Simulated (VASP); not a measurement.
SnW: relaxation of cell and atoms with PBE

Crystal: SnW.

```
Sn W
1.0
     0.00000    3.37618    3.37618
     3.37618    0.00000    3.37618
     3.37618    3.37618    0.00000
Sn W
2 2
Direct
  0.00000 0.00000 0.00000
  0.25000 0.25000 0.25000
  0.50000 0.50000 0.50000
  0.75000 0.75000 0.75000
```

* Program: VASP 6.6.1
* Task: relaxation of cell and atoms
* Functional: PBE
* Potentials or basis: VASP PAW PBE potentials, release 64 (Sn_d, W_sv)
* Cutoff: 600 eV
* k mesh: 12 × 12 × 12
* Occupations: gaussian, width 0.1 eV
* Spin: no spin polarisation
* Dipole correction: no
* Further INCAR settings: ALGO = Fast; EDIFF = 1e-06; IBRION = 2; EDIFFG = -0.01; NSW = 100; ISIF = 3

| Item | Value |
| --- | --- |
| Relaxed volume | 19.26 Å³/atom |
| Relaxed cell | a = 4.776 Å, b = 4.776 Å, c = 4.776 Å, α = 60.00°, β = 60.00°, γ = 60.00° |
| Space group after relaxing (to 0.05 Å) | Fd-3m (No. 227) |
| Energy gained by relaxing | 0.0 meV/atom |
| Ionic steps | 3 |
| Pressure after relaxing | 0.1 GPa |
| Band gap on the k mesh | zero (band 28 reaches 10.81 eV, above the bottom of band 29 at 10.39 eV) |

Final structure:
```xyz
4
Lattice="0.0000 3.3773 3.3773 3.3773 0.0000 3.3773 3.3773 3.3773 0.0000" Properties=species:S:1:pos:R:3 pbc="T T T"
Sn    0.0000    0.0000    0.0000
Sn    1.6887    1.6887    1.6887
W     3.3773    3.3773    3.3773
W     5.0660    5.0660    5.0660
```

Levels at points of the mesh, in eV from the Fermi level:
```
           k point  band 24  band 25  band 26  band 27  band 28  band 29  band 30  band 31  band 32  band 33
(0.00, 0.00, 0.00)    -2.35    -2.35    -2.23    -2.23    -2.23     0.85     1.91     1.91     1.91     2.21
(0.50, 0.00, 0.00)    -2.20    -2.13    -2.13    -0.29    -0.29     0.97     0.97     1.92     3.25     3.56
(0.50, 0.50, 0.00)    -3.85    -1.48    -1.48    -0.44    -0.44     0.86     0.86     0.95     0.95     3.22
```

It took 22 min on 1 thread of Oxide Virtual Turin-like Processor, with other jobs on the host, peak memory 0.35 GiB.

Caveat: spin-orbit coupling is left out, which moves the levels of the heavy elements.
